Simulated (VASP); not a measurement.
InSe:

```
In Se
1.0
     6.21734    0.00000    0.00000
     4.85887    3.87900    0.00000
    -1.50952   -0.52865    4.32365
In Se
2 2
Direct
  0.88400 0.88400 0.00500
  0.11600 0.11600 0.99500
  0.66000 0.66000 0.64200
  0.34000 0.34000 0.35800
```

Base run:

* Program: VASP 6.6.1
* Functional: PBEsol
* Potentials or basis: VASP PAW PBE potentials, release 64 (In_d, Se)
* Cutoff: 520 eV
* k mesh: 5 × 5 × 5
* Occupations: gaussian, width 0.01 eV
* Spin: no spin polarisation

Its results: band gap on the k mesh 1.01 eV (least direct gap 1.36 eV); pressure -0.1 GPa; largest force 0.695 eV/Å.

**Question.** The run is repeated on the same cell with these changes: k mesh from 5 × 5 × 5 to 3 × 3 × 2. What comes out?

**Answer.** Band gap on the k mesh 1.38 eV (least direct gap 1.41 eV); pressure -0.1 GPa; largest force 0.552 eV/Å.

Caveats: some runs use coarse meshes; the PAW data sets were made with another functional, which shifts forces and pressure a little; spin-orbit coupling is left out, which moves the levels of the heavy elements; an odd mesh through Γ misses points on the zone boundary, where band edges can lie.
